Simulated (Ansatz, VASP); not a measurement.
# BP in VASP and in Ansatz

```
CELL_PARAMETERS angstrom
0.00000 2.27408 2.27408
2.27408 0.00000 2.27408
2.27408 2.27408 0.00000
ATOMIC_POSITIONS crystal
B 0.00000 0.00000 0.00000
P 0.25000 0.25000 0.25000
```

Alike in both runs: functional PBE; k mesh 10 × 10 × 10; occupations gaussian, width 0.02 eV; no spin polarisation.

Ansatz relaxed the structure, and its values are those at the end. VASP's run is a single point on that final structure, the one shown.

|  | VASP | Ansatz |
| --- | --- | --- |
| version | VASP 6.6.1 | Ansatz 0.2.0 |
| potentials or method | VASP PAW PBE potentials, release 64 (B, P), cutoff 500 eV | scalar-relativistic, plane waves, PAW |
| valence electrons in the cell | 8 | 8 |

|  | VASP | Ansatz | Ansatz less VASP |
| --- | --- | --- | --- |
| gap on the k mesh at the Fermi level (eV) | 1.25 | 1.25 | +0.004 |
| least direct gap on the mesh (eV) | 3.39 | 3.39 | +0.003 |
| pressure (GPa) | -0.2 | 0.0 | +0.21 |
